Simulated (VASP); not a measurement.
Crystal: GaGe.

```
CELL_PARAMETERS angstrom
0.00000 2.89784 2.89784
2.89784 0.00000 2.89784
2.89784 2.89784 0.00000
ATOMIC_POSITIONS crystal
Ge 0.00000 0.00000 0.00000
Ga 0.25000 0.25000 0.25000
```

Base run:

```yaml
Program: VASP 6.6.1
Functional: PBE
Potentials_or_basis: VASP PAW PBE potentials, release 64 (Ge_d, Ga_d)
Cutoff: 520 eV
k_mesh: 8 × 8 × 8
Occupations: fermi-dirac, width 0.05 eV
Spin: no spin polarisation
```

Its results: pressure 0.3 GPa.

Problem. The run is repeated on the same cell with these changes: functional from PBE to PBEsol. What comes out?

Solution. Pressure -2.4 GPa.

PBEsol binds more tightly than PBE, so the same cell stands under less pressure.

Caveats: the PAW data sets were made with another functional, which shifts forces and pressure a little (some runs).
